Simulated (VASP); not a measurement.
# Si48C49 (a cell with a defect) in VASP: single point with PBEsol

Aim: the single point of Si48C49 (a cell with a defect) with PBEsol.

Program: VASP 6.6.1. These are calculated values, not measurements. Logs are shortened: lines on timing, memory, paths and dates and some standing lists are left out, and cuts for length are marked.

## Step 1: The cell of the first run

The cell holds a defect, 97 atoms: a = 9.234 Å, b = 10.663 Å, c = 10.076 Å, α = 90.00°, β = 90.00°, γ = 90.00°.

## Step 2: Single point, PBEsol

The input, INCAR:

```
PREC = Accurate ; ENCUT = 520
EDIFF = 1E-6 ; ISMEAR = -1
SIGMA = 0.05 ; LREAL = Auto
LASPH = True ; NELM = 60
ALGO = Normal ; ISIF = 2
LWAVE = False ; LCHARG = False
GGA = PS ; NBANDS = 248
NELECT = 390.0 ; ISYM = 0
```

The input, KPOINTS:

```
Automatic mesh
0
Gamma
  1 1 1
  0.25 0.25 0.25
```

The input, POSCAR:

```
Si48C49
1.0
    9.2342040000      0.0000000000      0.0000000000
    0.0000000000     10.6627400000      0.0000000000
    0.0000000000      0.0000000000     10.0759470000
Si C
48 49
Direct
    0.0011870000      0.9984840000      0.4996170000
    0.3355350000      0.9990980000      0.4990500000
    0.1640380000      0.2463520000      0.5018060000
    0.9955440000      0.5002320000      0.5002710000
    0.6659150000      0.0060260000      0.4987290000
    0.4795910000      0.2661140000      0.5052050000
    0.3094010000      0.4420980000      0.5457580000
    0.1750720000      0.7422690000      0.4984440000
    0.8287200000      0.2524150000      0.4997760000
    0.6637470000      0.5076990000      0.4977160000
    0.5073930000      0.7485750000      0.4976620000
    0.8380750000      0.7530920000      0.4978850000
    0.9986290000      0.1672690000      0.2524750000
    0.3327730000      0.1670740000      0.2504480000
    0.1670230000      0.4177230000      0.2520780000
    0.0018030000      0.6673500000      0.2498300000
    0.6651050000      0.1690110000      0.2533720000
    0.5027480000      0.4188420000      0.2396490000
    0.3366100000      0.6684040000      0.2436690000
    0.1681270000      0.9170560000      0.2509460000
    0.8323920000      0.4184110000      0.2517340000
    0.6695490000      0.6684660000      0.2466320000
    0.5015280000      0.9174700000      0.2502440000
    0.8341480000      0.9179480000      0.2498400000
    0.1648050000      0.0813480000      0.7509090000
    0.9972350000      0.3327020000      0.7512730000
    0.5009150000      0.0829260000      0.7497420000
    0.3299560000      0.3264020000      0.7563990000
    0.1578270000      0.5843560000      0.7579520000
    0.9999900000      0.8323680000      0.7480550000
    0.8328280000      0.0836300000      0.7492700000
    0.6650770000      0.3327120000      0.7499470000
    0.4928440000      0.5814480000      0.7406210000
    0.3333270000      0.8325590000      0.7484170000
    0.8290080000      0.5827260000      0.7482070000
    0.6662900000      0.8332110000      0.7473500000
    0.9996170000      0.0003240000      0.0001010000
    0.3333780000      0.9991100000      0.9998670000
    0.1649920000      0.2491690000      0.0029870000
    0.9965840000      0.5009640000      0.0023040000
    0.6667680000      0.0002640000      0.9998550000
    0.4993340000      0.2484270000      0.0004820000
    0.3306090000      0.4998130000      0.9961140000
    0.1651520000      0.7516230000      0.0006250000
    0.8318790000      0.2510770000      0.0011810000
    0.6651560000      0.5020150000      0.9958670000
    0.5007550000      0.7493300000      0.9963470000
    0.8335890000      0.7507610000      0.9978160000
    0.0010060000      0.0008770000      0.1875990000
    0.3342610000      0.0002330000      0.1866990000
    0.1650980000      0.2502790000      0.1894630000
    0.9995090000      0.5005380000      0.1885570000
    0.6677620000      0.0017030000      0.1873960000
    0.5001070000      0.2495570000      0.1860400000
    0.3325590000      0.5009150000      0.1840590000
    0.1675680000      0.7520840000      0.1865350000
    0.8324820000      0.2510830000      0.1886340000
    0.6695540000      0.5028560000      0.1808990000
    0.5033130000      0.7518190000      0.1826520000
    0.8361610000      0.7517970000      0.1848000000
    0.9991390000      0.9984420000      0.6872010000
    0.3328850000      0.9996880000      0.6873090000
    0.1612950000      0.2463260000      0.6907680000
    0.9954210000      0.4996130000      0.6883940000
    0.6669540000      0.9998640000      0.6863960000
    0.5002790000      0.2487730000      0.6928020000
    0.3178290000      0.4956140000      0.7195400000
    0.1670730000      0.7477270000      0.6868970000
    0.8315820000      0.2500290000      0.6876250000
    0.6633340000      0.4988090000      0.6858910000
    0.4993700000      0.7506150000      0.6853380000
    0.8332210000      0.7496620000      0.6856570000
    0.9955640000      0.1641570000      0.4395800000
    0.3286640000      0.1638800000      0.4363560000
    0.1522190000      0.4116990000      0.4373620000
    0.0035420000      0.6666910000      0.4377720000
    0.6585820000      0.1743460000      0.4403350000
    0.5104170000      0.4304860000      0.4188760000
    0.3480420000      0.6680040000      0.4266500000
    0.1695960000      0.9124780000      0.4388420000
    0.8309730000      0.4193430000      0.4390810000
    0.6767070000      0.6726730000      0.4328900000
    0.5038170000      0.9191440000      0.4377030000
    0.8338070000      0.9194390000      0.4373740000
    0.1662150000      0.0825630000      0.9390150000
    0.9987540000      0.3341430000      0.9396520000
    0.4998360000      0.0819780000      0.9377530000
    0.3314670000      0.3291350000      0.9440180000
    0.1600820000      0.5860370000      0.9437960000
    0.9995980000      0.8344800000      0.9361190000
    0.8332140000      0.0842820000      0.9379680000
    0.6655510000      0.3338310000      0.9381340000
    0.4982500000      0.5836260000      0.9341160000
    0.3327290000      0.8329650000      0.9366590000
    0.8319830000      0.5846360000      0.9354690000
    0.6672380000      0.8341910000      0.9355780000
    0.4300780000      0.5521180000      0.4818010000
```

Potentials or basis: VASP PAW PBE potentials, release 64 (Si, C).

Run with:

```bash
$ cat potpaw_PBE.64/Si/POTCAR potpaw_PBE.64/C/POTCAR > POTCAR
$ mpirun -np 1 vasp_std > vasp.out
```

OUTCAR:

```text
PREC = Accurate
   ENCUT = 520
   EDIFF = 1E-6
   ISMEAR = -1
   LREAL = Auto
   LASPH = True
   NELM = 60
   ISIF = 2
   GGA = PS
   NELECT = 390.0
   ISYM = 0

 ion  position               nearest neighbor table
   1  0.001  0.998  0.500-  73 1.87  84 1.87  61 1.89  80 1.91  12 3.02   3 3.04  30 3.07  20 3.07
                            13 3.07  24 3.07  25 3.08   2 3.09  31 3.09   5 3.10   9 3.14
   2  0.336  0.999  0.499-  74 1.87  83 1.88  80 1.89  62 1.90   5 3.05  23 3.06  20 3.07   3 3.08
                            34 3.08  14 3.08  27 3.08   1 3.09  11 3.11  25 3.11   8 3.11   6 3.14
   3  0.164  0.246  0.502-  74 1.88  75 1.88  73 1.89  63 1.90   7 2.52   6 2.92   1 3.04  13 3.06
                            25 3.07   2 3.08  26 3.09  14 3.09   9 3.10  28 3.11  15 3.11   4 3.12
   4  0.996  0.500  0.500-  75 1.84  81 1.85  76 1.88  64 1.90   7 3.00  21 3.05   9 3.06  35 3.06
                            12 3.06  10 3.07   8 3.07  15 3.09  16 3.09  26 3.10   3 3.12  29 3.13
   5  0.666  0.006  0.499-  83 1.86  77 1.89  65 1.89  84 1.91  17 3.02   9 3.03   2 3.05  27 3.06
                            31 3.07  23 3.08  24 3.10   1 3.10  36 3.11  11 3.11  12 3.13
   6  0.480  0.266  0.505-  74 1.90  66 1.91  78 1.98  77 2.03   7 2.48   3 2.92  28 2.95  32 3.09
                            10 3.09  14 3.09  18 3.14   2 3.14
   7  0.309  0.442  0.546-  97 1.74  67 1.84  75 1.85  78 2.26  28 2.46   6 2.48   3 2.52  29 2.97
                            33 2.99   4 3.00
   8  0.175  0.742  0.498-  76 1.88  68 1.90  80 1.91  79 1.92  34 3.07   4 3.07  11 3.07  19 3.07
                            16 3.08   2 3.11  20 3.11  12 3.11  29 3.11  30 3.14
   9  0.829  0.252  0.500-  77 1.88  81 1.88  69 1.89  73 1.90   5 3.03  17 3.04   4 3.06  32 3.06
                            21 3.06  13 3.08  31 3.09  26 3.09   3 3.10  10 3.12   1 3.14
  10  0.664  0.508  0.498-  78 1.82  82 1.88  70 1.90  81 1.90  97 2.21  11 2.95  33 3.02  35 3.06
                            22 3.06   4 3.07  12 3.07  21 3.08   6 3.09   9 3.12  18 3.14
  11  0.507  0.749  0.498-  79 1.85  82 1.88  71 1.89  83 1.92  97 2.22  10 2.95  33 3.03  36 3.05
                            12 3.05  22 3.06   8 3.07  23 3.08   2 3.11   5 3.11  19 3.13  34 3.13
  12  0.838  0.753  0.498-  82 1.84  84 1.88  76 1.88  72 1.89   1 3.02  30 3.05  11 3.05  24 3.06
                            16 3.06   4 3.06  10 3.07  36 3.09  22 3.11  35 3.11   8 3.11   5 3.13
  13  0.999  0.167  0.252-  51 1.88  73 1.89  57 1.89  49 1.89   3 3.06  24 3.06   1 3.07  39 3.07
                            17 3.08   9 3.08  14 3.09  21 3.09  15 3.09  20 3.09  45 3.10  37 3.10
  14  0.333  0.167  0.250-  74 1.87  51 1.89  50 1.89  54 1.89  39 3.06  20 3.07  17 3.07  42 3.08
                             2 3.08  15 3.08  23 3.08  13 3.09   6 3.09   3 3.09  38 3.10  18 3.11
  15  0.167  0.418  0.252-  75 1.87  52 1.89  51 1.89  55 1.90  16 3.07  14 3.08  39 3.09   4 3.09
                            21 3.09  13 3.09  40 3.10  19 3.10  18 3.10   3 3.11  43 3.11
  16  0.002  0.667  0.250-  52 1.88  56 1.89  60 1.89  76 1.89  12 3.06  40 3.06  44 3.06  15 3.07
                            22 3.07  20 3.07   8 3.08  21 3.08  24 3.09   4 3.09  19 3.09  48 3.11
  17  0.665  0.169  0.253-  54 1.88  77 1.89  57 1.89  53 1.90   5 3.02   9 3.04  18 3.06  14 3.07
[... 90 lines left out ...]
  76  0.004  0.667  0.438-   8 1.88  12 1.88   4 1.88  16 1.89
  77  0.659  0.174  0.440-   9 1.88  17 1.89   5 1.89   6 2.03
  78  0.510  0.430  0.419-  97 1.62  18 1.81  10 1.82   6 1.98   7 2.26
  79  0.348  0.668  0.427-  97 1.55  19 1.85  11 1.85   8 1.92
  80  0.170  0.912  0.439-   2 1.89  20 1.89   1 1.91   8 1.91
  81  0.831  0.419  0.439-   4 1.85   9 1.88  21 1.89  10 1.90
  82  0.677  0.673  0.433-  12 1.84  11 1.88  22 1.88  10 1.88
  83  0.504  0.919  0.438-   5 1.86   2 1.88  23 1.89  11 1.92
  84  0.834  0.919  0.437-   1 1.87  12 1.88  24 1.89   5 1.91
[... 10 lines left out ...]
  95  0.832  0.585  0.935-  46 1.88  48 1.88  40 1.89  35 1.89
  96  0.667  0.834  0.936-  48 1.88  41 1.89  47 1.89  36 1.90
  97  0.430  0.552  0.482-  79 1.55  78 1.62   7 1.74  10 2.21  11 2.22

IMPORTANT INFORMATION: All symmetrisations will be switched off!
NOSYMM: (Re-)initialisation of all symmetry stuff for point group C_1.

----------------------------------------------------------------------------------------

                                     Primitive cell

  volume of cell :     992.0971

[... 257 lines left out ...]
   EDIFF  = 0.1E-05   stopping-criterion for ELM
   LREAL  =      T    real-space projection
   EDIFFG = 0.1E-04   stopping-criterion for IOM
   NSW    =      0    number of steps for IOM
   IBRION =     -1    ionic relax: 0-MD 1-quasi-New 2-CG
   NFREE  =      0    steps in history (QN), initial steepest desc. (CG)
   ISIF   =      2    stress and relaxation
   ISYM   =      0    0-nonsym 1-usesym 2-fastsym
   POTIM  = 0.5000    time-step for ionic-motion
   TEBEG  =    0.0;   TEEND  =   0.0 temperature during run
   PSTRESS=    0.0 pullay stress
   NELECT =     390.0000    total number of electrons
   NUPDOWN=      -1.0000    fix difference up-down
   EMIN   =  10.00;   EMAX   =-10.00  energy-range for DOS
   EFERMI =   0.00;   METHOD = LEGACY
   ISMEAR =    -1;   SIGMA  =   0.05  broadening in eV -4-tet -1-fermi 0-gaus
   EFERMI_NEDOS =   21; number of points for ismear=-14 and -15
   IALGO  =     38    algorithm
   IMIX   =      4    mixing-type and parameters
     AMIX     =   0.40;   BMIX     =  1.00
     AMIX_MAG =   1.60;   BMIX_MAG =  1.00
  volume/ion in A,a.u.               =      10.23        69.02
  Fermi-wavevector in a.u.,A,eV,Ry     =   1.199255  2.266264 19.568080  1.438213
  Thomas-Fermi vector in A             =   2.335123
   LORBIT       =      0    0 simple, 1 ext, 2 COOP (PROOUT), +10 PAW based schemes
   GGA     = PS    functional components
   LHFCALC =     F    Hartree Fock is set to
   AEXX    =    0.0000 exact exchange contribution
   IVDW    =     0    specifies the selected vdW correction
   LEPSILON=     F    determine dielectric tensor
   LRPA    =     F    only Hartree local field effects (RPA)
 non-spin polarized calculation
  energy-cutoff  :      520.00
  volume of cell :      992.10
 maximum number of plane-waves:     26706
 NGX is ok and might be reduce to    70
   NGX = 35   NGY = 39   NGZ = 37

 number of electron     390.0000011 magnetization

 Free energy of the ion-electron system (eV)
  ---------------------------------------------------
  ext. energy  EPLUGINS =         0.00000000
  ---------------------------------------------------
  free energy    TOTEN  =      -746.66816566 eV

  energy without entropy =     -746.66786010  energy(sigma->0) =     -746.66801288

 E-fermi :  10.2525     XC(G=0): -11.5686

 val. band max:        9.8336361623   @ k =   0.2500   0.2500   0.2500
 cond. band min:      10.6549901601   @ k =   0.2500  -0.2500  -0.2500
 fundamental gap:      0.8213539977
 Fermi energy:        10.2524820471

 k-point     1 :       0.2500    0.2500    0.2500
  band No.  band energies     occupation
      1      -7.2933      2.00000
      2      -6.8525      2.00000
      3      -6.6012      2.00000
      4      -6.4872      2.00000
      5      -6.1792      2.00000
      6      -5.9870      2.00000
[... 829 lines left out ...]
    206      11.8705      0.00000
    207      11.9430      0.00000
 [bands above 207 left out]

------------------------ aborting loop because EDIFF is reached ----------------------------------------

  FORCE on cell =-STRESS in cart. coord.  units (eV):
  Direction    XX          YY          ZZ          XY          YZ          ZX
  --------------------------------------------------------------------------------------
  -------------------------------------------------------------------------------------
  Total       37.7719261     29.6390593     45.4449433     12.1130077     -4.7466295     -7.1483519
  in kB       60.9993989     47.8653060     73.3908622     19.5617821     -7.6655224    -11.5441603
  external PRESSURE =      60.7518557 kB  Pullay stress =       0.0000000 kB

 VOLUME and BASIS-vectors are now :
 -----------------------------------------------------------------------------
  energy-cutoff  :      520.00
  volume of cell :      992.10
      direct lattice vectors                 reciprocal lattice vectors
     9.234204000  0.000000000  0.000000000     0.108293037  0.000000000  0.000000000
     0.000000000 10.662740000  0.000000000     0.000000000  0.093784524  0.000000000
     0.000000000  0.000000000 10.075947000     0.000000000  0.000000000  0.099246254

 POSITION                                       TOTAL-FORCE (eV/Angst)
 -----------------------------------------------------------------------------------
      0.01096     10.64658      5.03411        -0.010362     -0.024622      0.020621
      3.09840     10.65312      5.02840         0.000642     -0.014664      0.014186
      1.51476      2.62679      5.05617        -0.047258     -0.025417      0.001252
      9.19306      5.33384      5.04070         0.014884     -0.018814     -0.014377
      6.14919      0.06425      5.02517        -0.002990      0.021559     -0.000420
      4.42864      2.83750      5.09042        -0.008856      0.006712      0.005495
[... 89 lines left out ...]
      6.16141      8.89476      9.42683         0.013076     -0.006808      0.003466
      3.97143      5.88709      4.85460         0.035712     -0.020807      0.057811
 -----------------------------------------------------------------------------------
    total drift:                               -0.008157      0.001471      0.021329

  FREE ENERGIE OF THE ION-ELECTRON SYSTEM (eV)
  ---------------------------------------------------
  free  energy   TOTEN  =      -746.6681656634 eV

  energy  without entropy=     -746.6678600998  energy(sigma->0) =     -746.66801288
```

It took 38 min on 1 thread of AMD EPYC 9R45 (Zen 5), shared host; peak memory 1.2 GiB.

Results:

```yaml
Free_energy: -746.6682 eV
Largest_force: 0.086 eV/Å
```

Forces on the atoms (eV/Å):
```
Si  -0.010 -0.025  0.021
Si   0.001 -0.015  0.014
Si  -0.047 -0.025  0.001
Si   0.015 -0.019 -0.014
Si  -0.003  0.022  0.000
Si  -0.009  0.007  0.005
Si   0.043  0.004 -0.016
Si   0.011  0.031 -0.020
Si  -0.015  0.019  0.005
Si  -0.038  0.042  0.053
Si  -0.039 -0.017  0.015
Si  -0.004 -0.003  0.022
Si   0.006 -0.002  0.004
Si   0.024  0.003  0.006
Si   0.028  0.017  0.009
Si   0.013 -0.017  0.003
Si   0.015 -0.018  0.019
Si   0.017 -0.001 -0.018
Si   0.000 -0.007  0.027
Si   0.013 -0.002  0.001
Si  -0.004 -0.002 -0.005
Si   0.015 -0.011  0.004
Si   0.016 -0.007  0.000
Si   0.008  0.001 -0.006
Si   0.012  0.023 -0.011
Si   0.012 -0.037 -0.007
Si  -0.002 -0.054 -0.005
Si   0.003 -0.025  0.009
Si  -0.046  0.006  0.017
Si   0.004 -0.014 -0.013
Si  -0.016 -0.013 -0.007
Si   0.020  0.021 -0.012
Si   0.008  0.022 -0.003
Si   0.021 -0.019 -0.003
Si   0.002  0.041 -0.002
Si  -0.023 -0.025  0.009
Si  -0.006 -0.011 -0.008
Si   0.000  0.001 -0.008
Si  -0.002  0.002 -0.014
Si  -0.005  0.016 -0.005
Si   0.001 -0.009 -0.010
Si   0.001 -0.003 -0.005
Si   0.001  0.010 -0.007
Si  -0.010  0.007  0.000
Si   0.003 -0.003 -0.007
Si   0.011  0.019 -0.017
Si   0.006  0.004 -0.019
Si   0.005  0.004 -0.005
C   -0.016  0.002  0.006
C   -0.026 -0.001  0.009
C   -0.014 -0.001 -0.005
C   -0.027 -0.001  0.001
C   -0.016  0.006 -0.001
C   -0.020  0.002  0.006
C   -0.004 -0.004  0.005
C   -0.004  0.004 -0.001
C   -0.009  0.010  0.001
C   -0.008  0.018  0.013
C   -0.011  0.015  0.003
C    0.000  0.015  0.005
C   -0.001 -0.013 -0.033
C    0.009  0.014 -0.005
C   -0.010  0.009  0.018
C    0.054  0.035 -0.012
C    0.016  0.025 -0.001
C   -0.019 -0.005 -0.045
C   -0.028  0.032 -0.029
C    0.000  0.025  0.005
C    0.027  0.009 -0.002
C   -0.002 -0.018 -0.013
C   -0.002  0.019  0.001
C   -0.012 -0.015 -0.006
C    0.034  0.037 -0.006
C    0.043  0.006 -0.008
C    0.003  0.057  0.035
C   -0.027  0.003 -0.014
C    0.026 -0.051 -0.027
C   -0.074 -0.035 -0.011
C   -0.048  0.031 -0.015
C   -0.001  0.000 -0.016
C    0.035 -0.078 -0.002
C    0.048 -0.030 -0.039
C   -0.019 -0.011  0.003
C   -0.005  0.024  0.023
C    0.007  0.003  0.001
C    0.002 -0.010 -0.001
C   -0.001  0.002  0.013
C    0.001  0.013 -0.005
C    0.010 -0.031  0.025
C    0.006  0.016  0.014
C    0.002  0.004  0.009
C   -0.006  0.005  0.002
C   -0.011 -0.008  0.004
C   -0.005 -0.006  0.012
C    0.000 -0.031  0.022
C    0.013 -0.007  0.003
C    0.036 -0.021  0.058
```

Levels at points of the mesh, in eV from the Fermi level:
```csv
k point,band 191,band 192,band 193,band 194,band 195,band 196,band 197,band 198,band 199,band 200
"(0.25, 0.25, 0.25)",-2.39,-2.30,-1.51,-1.12,-0.42,0.42,0.76,0.85,0.92,1.04
```

Caveat: the k points lie up to 0.68 Å⁻¹ apart; the cell carries a net charge on a neutralising background, which shifts energy and pressure; the cell is charged against a uniform background, so pressure and absolute levels hang on convention; the PAW data sets were made with another functional, which shifts forces and pressure a little.
